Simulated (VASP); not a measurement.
# Co (P6_3/mmc) in VASP: notebook, part 2 of 2

VASP 6.6.1.

### Step 3. Single point, PBEsol+D4, collinear spin, ferromagnetic start

This run uses another cell than the first one, of 10.69 Å³/atom.

The input, INCAR:

```
SYSTEM = Co
  ALGO = Normal
  EDIFF = 1E-7
  ENCUT = 520
  GGA = PS
  ISIF = 2
  ISMEAR = -1
  ISPIN = 2
  IVDW = 13
  LASPH = .True.
  LCHARG = .True.
  LELF = .True.
  LMAXMIX = 4
  LORBIT = 11
  LREAL = .False.
  LVHAR = .True.
  LWAVE = .False.
  MAGMOM = 2 2 2 2
  NBANDS = 30
  NELM = 150
  PREC = Accurate
  SIGMA = 0.05
```

The input, KPOINTS:

```
k-points
0
Gamma
  12 12 4
  0 0 0
```

The input, POSCAR:

```
Co
1.0
    2.4705617809      0.0000000000      0.0000000000
   -1.2352808905      2.1395692639      0.0000000000
    0.0000000000      0.0000000000      8.0882338000
Co
4
Direct
    0.6666666667      0.3333333333      0.7500000000
    0.0000000000      0.0000000000      0.5000000000
    0.3333333333      0.6666666667      0.2500000000
    0.0000000000      0.0000000000      0.0000000000
```

Potentials or basis: VASP PAW PBE potentials, release 64 (Co).

The run is started by

```console
$ cat potpaw_PBE.64/Co/POTCAR > POTCAR
$ mpirun -np 1 vasp_std > vasp.out
```

Wall time 77 s (1 thread of Intel Xeon 6975P-C (Granite Rapids), shared host); peak memory 0.22 GiB.

It converged, with:

- Free energy: -31.8874 eV
- Pressure: -9.9 GPa
- Net moment: 6.55 μB per cell
- Site moments: Co +1.66, +1.64 (each value once) μB
- Valence electrons inside the program's atomic spheres: Co 8.30
- Dispersion energy per atom: -0.250 eV

Stress tensor (GPa, compression positive):
```
 -8.65   0.00   0.00
  0.00  -8.65   0.00
  0.00   0.00 -12.54
```

Levels at points of the mesh, in eV from the Fermi level:
Spin up:
| k point | band 20 | band 21 | band 22 | band 23 | band 24 | band 25 |
| --- | --- | --- | --- | --- | --- | --- |
| (0.00, 0.00, 0.00) | -1.16 | -1.16 | -0.77 | -0.77 | -0.35 | 6.23 |
| (0.50, 0.00, 0.00) | -0.50 | 0.22 | 1.33 | 2.48 | 3.09 | 7.02 |
| (0.00, 0.00, 0.50) | -1.63 | -0.94 | -0.94 | -0.94 | -0.94 | 9.22 |
| (0.50, 0.00, 0.50) | -0.53 | 1.23 | 1.23 | 2.79 | 2.79 | 7.36 |
Spin down:
```csv
k point,band 10,band 11,band 12,band 13,band 14,band 15,band 16,band 17,band 18,band 19
"(0.00, 0.00, 0.00)",-1.13,-1.13,-0.84,-0.84,-0.80,-0.80,-0.32,0.05,0.05,0.41
"(0.50, 0.00, 0.00)",-1.14,-0.81,-0.09,-0.07,0.54,1.21,1.22,1.23,1.27,1.33
"(0.00, 0.00, 0.50)",-1.05,-1.05,-1.05,-0.94,-0.94,-0.94,-0.94,0.24,0.24,0.24
"(0.50, 0.00, 0.50)",-0.85,-0.85,-0.85,-0.23,-0.23,0.83,0.83,1.23,1.23,1.34
```

Caveat: the cell stands under tension; the PAW data sets were made with another functional, which shifts forces and pressure a little.

### Step 4. Single point, revPBE+D3(BJ), collinear spin, ferromagnetic start

This run uses another cell than the first one, of 10.69 Å³/atom.

The input, INCAR:

```
SYSTEM = Co
ALGO = Normal
EDIFF = 1E-6
ENCUT = 520
GGA = RE
ISIF = 2
ISMEAR = -1
ISPIN = 2
IVDW = 12
LASPH = .TRUE.
LCHARG = .FALSE.
LMAXMIX = 4
LORBIT = 11
LREAL = .FALSE.
LWAVE = .FALSE.
MAGMOM = 2 2 2 2
NBANDS = 30
NELM = 150
PREC = Accurate
SIGMA = 0.05
```

The input, KPOINTS:

```
k-points
0
G
  12 12 4
  0 0 0
```

POSCAR is that of step 3.

The run is started by

```console
$ cat potpaw_PBE.64/Co/POTCAR > POTCAR
$ mpirun -np 1 vasp_std > vasp.out
```

It took 67 s on 1 thread of Intel Xeon 6975P-C (Granite Rapids), shared host; peak memory 0.24 GiB.

It converged, with:

```yaml
Free_energy: -29.7031 eV
Pressure: -4.5 GPa
Net_moment: 6.61 μB per cell
Site_moments: Co +1.68, +1.66 (each value once) μB
Valence_electrons_inside_the_program's_atomic_spheres: Co 8.30
Dispersion_energy_per_atom: -0.813 eV
```

Stress tensor (GPa, compression positive):
```
-3.23  0.00  0.00
 0.00 -3.23  0.00
 0.00  0.00 -7.09
```

Levels at points of the mesh, in eV from the Fermi level:
Spin up:
```csv
k point,band 20,band 21,band 22,band 23,band 24,band 25
"(0.00, 0.00, 0.00)",-1.24,-1.24,-0.85,-0.85,-0.29,6.24
"(0.50, 0.00, 0.00)",-0.57,0.27,1.39,2.48,3.12,7.05
"(0.00, 0.00, 0.50)",-1.71,-1.02,-1.02,-1.02,-1.02,9.25
"(0.50, 0.00, 0.50)",-0.61,1.24,1.24,2.82,2.82,7.40
```
Spin down:
```
           k point  band 10  band 11  band 12  band 13  band 14  band 15  band 16  band 17  band 18  band 19
(0.00, 0.00, 0.00)    -1.12    -1.12    -0.84    -0.84    -0.80    -0.80    -0.37     0.08     0.08     0.43
(0.50, 0.00, 0.00)    -1.13    -0.81    -0.09    -0.05     0.49     1.21     1.23     1.25     1.27     1.31
(0.00, 0.00, 0.50)    -1.04    -1.04    -1.04    -0.94    -0.94    -0.94    -0.94     0.26     0.26     0.26
(0.50, 0.00, 0.50)    -0.86    -0.84    -0.84    -0.24    -0.24     0.84     0.84     1.23     1.23     1.33
```

Caveat: the cell stands under tension; the PAW data sets were made with another functional, which shifts forces and pressure a little.

### Step 5. Single point, PBE, collinear spin, ferromagnetic start

This run uses another cell than the first one, of 10.69 Å³/atom.

The input, INCAR:

```
SYSTEM = Co
  PREC = Accurate
  ENCUT = 690
  EDIFF = 1E-6
  ISMEAR = 0
  SIGMA = 0.014
  LREAL = .FALSE.
  LASPH = .TRUE.
  NELM = 200
  ALGO = Normal
  ISIF = 2
  LWAVE = .FALSE.
  LCHARG = .FALSE.
  ISPIN = 2
  MAGMOM = 2 2 2 2
  LORBIT = 11
  LMAXMIX = 4
  GGA = PE
  NBANDS = 46
  GGA_COMPAT = .FALSE.
```

The input, KPOINTS:

```
Automatic mesh
0
G
  12 12 4
  0 0 0
```

POSCAR is that of step 4.

Potentials or basis: VASP PAW PBE potentials, release 64 (Co_sv).

The run is started by

```console
$ cat potpaw_PBE.64/Co_sv/POTCAR > POTCAR
$ mpirun -np 1 vasp_std > vasp.out
```

Wall time 4.1 min (1 thread of Intel Xeon Platinum 8559C (Emerald Rapids), shared host); peak memory 0.36 GiB.

It converged, with:

```
Free energy                                           : -28.4501 eV
Pressure                                              : 3.3 GPa
Net moment                                            : 6.61 μB per cell
Site moments                                          : Co +1.73, +1.70 (each value once) μB
Valence electrons inside the program's atomic spheres : Co 15.06, 15.07 (each value once)
```

Stress tensor (GPa, compression positive):
```
4.86 0.00 0.00
0.00 4.86 0.00
0.00 0.00 0.12
```

Levels at points of the mesh, in eV from the Fermi level:
Spin up:
```tsv
k point	band 36	band 37	band 38	band 39	band 40	band 41
(0.00, 0.00, 0.00)	-1.20	-1.20	-0.80	-0.80	-0.38	6.20
(0.50, 0.00, 0.00)	-0.53	0.20	1.31	2.45	3.07	7.01
(0.00, 0.00, 0.50)	-1.68	-0.98	-0.98	-0.98	-0.98	9.19
(0.50, 0.00, 0.50)	-0.56	1.21	1.21	2.76	2.76	7.35
```
Spin down:
| k point | band 28 | band 29 | band 30 | band 31 | band 32 | band 33 |
| --- | --- | --- | --- | --- | --- | --- |
| (0.00, 0.00, 0.00) | -0.84 | -0.84 | -0.79 | -0.79 | -0.43 | 0.09 |
| (0.50, 0.00, 0.00) | -0.08 | -0.04 | 0.45 | 1.24 | 1.26 | 1.27 |
| (0.00, 0.00, 0.50) | -1.04 | -0.94 | -0.94 | -0.94 | -0.94 | 0.27 |
| (0.50, 0.00, 0.50) | -0.84 | -0.25 | -0.25 | 0.85 | 0.85 | 1.26 |

Caveat: the cell stands under pressure.

### Step 6. Single point, BLYP+D3(BJ), collinear spin, ferromagnetic start

This run uses another cell than the first one, of 11.12 Å³/atom.

The input, INCAR:

```
PREC = Accurate
ENCUT = 520
EDIFF = 1E-6
ISMEAR = -1
SIGMA = 0.05
LREAL = F
LASPH = T
NELM = 150
ALGO = Normal
ISIF = 2
LWAVE = F
LCHARG = F
ISPIN = 2
MAGMOM = 2 2 2 2
LORBIT = 11
LMAXMIX = 4
GGA = B5
ALDAX = 1.0
AGGAX = 1.0
AGGAC = 1.0
ALDAC = 0.0
IVDW = 12
VDW_S6 = 1.0
VDW_S8 = 2.6996
VDW_A1 = 0.4298
VDW_A2 = 4.2359
NBANDS = 30
```

The input, KPOINTS:

```
regular mesh
0
Gamma
  12 12 4
```

The input, POSCAR:

```
Co
1.0
    2.5030729010      0.0000000000      0.0000000000
   -1.2515364506      2.1677247198      0.0000000000
    0.0000000000      0.0000000000      8.1946701348
Co
4
Direct
    0.6666666667      0.3333333333      0.7500000000
    0.0000000000      0.0000000000      0.5000000000
    0.3333333333      0.6666666667      0.2500000000
    0.0000000000      0.0000000000      0.0000000000
```

Potentials or basis: VASP PAW PBE potentials, release 64 (Co).

The run is started by

```console
$ cat potpaw_PBE.64/Co/POTCAR > POTCAR
$ mpirun -np 1 vasp_std > vasp.out
```

Wall time 2.9 min (1 thread of Intel Xeon Platinum 8488C (Sapphire Rapids), shared host); peak memory 0.25 GiB.

It converged, with:

* Free energy: -27.9413 eV
* Pressure: -9.4 GPa
* Net moment: 6.56 μB per cell
* Site moments: Co +1.67, +1.65 (each value once) μB
* Valence electrons inside the program's atomic spheres: Co 8.25, 8.26 (each value once)
* Dispersion energy per atom: -0.929 eV

Stress tensor (GPa, compression positive):
```
 -8.27   0.00   0.00
  0.00  -8.27   0.00
  0.00   0.00 -11.64
```

Levels at points of the mesh, in eV from the Fermi level:
Spin up:
| k point | band 18 | band 19 | band 20 | band 21 | band 22 | band 23 | band 24 | band 25 | band 26 | band 27 |
| --- | --- | --- | --- | --- | --- | --- | --- | --- | --- | --- |
| (0.00, 0.00, 0.00) | -1.49 | -1.49 | -1.19 | -1.19 | -0.81 | -0.81 | -0.03 | 5.97 | 14.53 | 14.53 |
| (0.50, 0.00, 0.00) | -0.58 | -0.57 | -0.55 | 0.47 | 1.54 | 2.48 | 3.09 | 6.79 | 6.82 | 10.29 |
| (0.00, 0.00, 0.50) | -1.63 | -1.63 | -1.63 | -0.98 | -0.98 | -0.98 | -0.98 | 9.01 | 9.01 | 20.62 |
| (0.50, 0.00, 0.50) | -0.70 | -0.58 | -0.58 | 1.32 | 1.32 | 2.82 | 2.82 | 7.16 | 7.16 | 9.11 |
Spin down:
| k point | band 12 | band 13 | band 14 | band 15 | band 16 | band 17 |
| --- | --- | --- | --- | --- | --- | --- |
| (0.00, 0.00, 0.00) | -0.81 | -0.81 | -0.78 | -0.78 | -0.02 | 0.05 |
| (0.50, 0.00, 0.00) | -0.10 | -0.06 | 0.73 | 1.13 | 1.15 | 1.16 |
| (0.00, 0.00, 0.50) | -1.00 | -0.91 | -0.91 | -0.91 | -0.91 | 0.22 |
| (0.50, 0.00, 0.50) | -0.71 | -0.19 | -0.19 | 0.78 | 0.78 | 1.15 |

Caveat: the cell stands under tension; the PAW data sets were made with another functional, which shifts forces and pressure a little.

### Step 7. The runs side by side

| level | potentials or basis | cell | cutoff (eV) | smearing | gap on the mesh (eV) | pressure (GPa) | moment (μB) |
| --- | --- | --- | --- | --- | --- | --- | --- |
| revPBE+D3(BJ) | VASP PAW PBE potentials, release 64 (Co) | a = 2.454, b = 2.454, c = 8.034 Å, angles 90.0, 90.0, 120.0°, 4 atoms | 520 | fermi-dirac 0.05 eV | none | -0.2 | 6.53 |
| PBEsol+D4 | VASP PAW PBE potentials, release 64 (Co) | a = 2.471, b = 2.471, c = 8.088 Å, angles 90.0, 90.0, 120.0°, 4 atoms | 520 | fermi-dirac 0.05 eV | none | -9.9 | 6.55 |
| revPBE+D3(BJ) | VASP PAW PBE potentials, release 64 (Co) | a = 2.471, b = 2.471, c = 8.088 Å, angles 90.0, 90.0, 120.0°, 4 atoms | 520 | fermi-dirac 0.05 eV | none | -4.5 | 6.61 |
| PBE | VASP PAW PBE potentials, release 64 (Co_sv) | a = 2.471, b = 2.471, c = 8.088 Å, angles 90.0, 90.0, 120.0°, 4 atoms | 690 | gaussian 0.014 eV | none | 3.3 | 6.61 |
| BLYP+D3(BJ) | VASP PAW PBE potentials, release 64 (Co) | a = 2.503, b = 2.503, c = 8.195 Å, angles 90.0, 90.0, 120.0°, 4 atoms | 520 | fermi-dirac 0.05 eV | none | -9.4 | 6.56 |

Alike in all rows: task single point; spin collinear, ferromagnetic start; k mesh 12 × 12 × 4.

Caveats: the PAW data sets were made with another functional, which shifts forces and pressure a little (at least some runs); the cell stands under tension (at least some runs); the cell stands under pressure (at least some runs).

Absolute energies hang on the potentials; compare differences alone.
